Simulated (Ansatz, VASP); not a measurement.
# Ta2N: VASP beside Ansatz

Contents of INCAR:

```
PREC = Accurate
ENCUT = 520
EDIFF = 1E-6
ISMEAR = 0
SIGMA = 0.15
LREAL = False
LASPH = True
NELM = 60
ALGO = Normal
ISIF = 2
LWAVE = False
LCHARG = True
GGA = PS
LELF = True
LVHAR = True
NBANDS = 20
```

Contents of KPOINTS:

```
Automatic mesh
0
Gamma
  15 15 8
```

The input POSCAR:

```
Ta2N
1.0
    3.0782595490      0.0000000000      0.0000000000
   -1.5391297745      2.6658509688      0.0000000000
    0.0000000000      0.0000000000      5.0771894162
Ta N
2 1
Direct
    0.6666666667      0.3333333333      0.7463700642
    0.3333333333      0.6666666667      0.2536299358
    0.0000000000      0.0000000000      0.0000000000
```

Input for Ansatz:

```yaml
crystal:
  lattice:
    - [3.078259549, 0.0, 0.0]
    - [-1.5391297745, 2.6658509688, 0.0]
    - [0.0, 0.0, 5.0771894162]
  atoms:
    - { symbol: Ta, position: [0.6666666667, 0.3333333333, 0.7463700642] }
    - { symbol: Ta, position: [0.3333333333, 0.6666666667, 0.2536299358] }
    - { symbol: "N", position: [0.0, 0.0, 0.0] }
basis:
  ecutwfc: 520.0
kpoints:
  mp_grid: { grid: [15, 15, 8] }
hamiltonian:
  xc: pbesol
  pseudopotentials: { kind: paw, azcp: { folder: soft_1 } }
scf:
  occupations: { method: gaussian, width: 0.15 }
output:
  forces: true
  stress: true
  eigenvalues: true
```

Change from the starting cell: engineering shear strain xy +0.0000, normal strain along z +0.0525.

Alike in both runs: task single point; functional PBEsol; k mesh 15 × 15 × 8; occupations gaussian, width 0.15 eV; no spin polarisation.

|  | VASP | Ansatz |
| --- | --- | --- |
| version | VASP 6.6.1 | Ansatz 0.2.0 |
| potentials or method | VASP PAW PBE potentials, release 64 (Ta_pv, N), cutoff 520 eV | scalar-relativistic, plane waves, PAW |
| valence electrons in the cell | 27 | 31 |

```csv
,VASP,Ansatz,Ansatz less VASP
gap on the k mesh at the Fermi level (eV),none,none,-
pressure (GPa),-13.2,-13.7,-0.46
"traceless stress, the component that is largest in VASP (GPa)",-6.20,-6.14,+0.054
rms of the force components (eV/Å),0.036,0.014,-0.0221
```

VASP's potentials were made for PBE, not for PBEsol, and Ansatz warns of the same on its side. Atom by atom the forces differ by 0.022 eV/Å (rms over components). A gap of «none» marks a metal or a gap that the smearing closes. VASP's potentials hold 27 valence electrons a cell and Ansatz's 31, so a difference there can come from the potentials and not from the codes.

Neither program's run includes spin-orbit coupling.
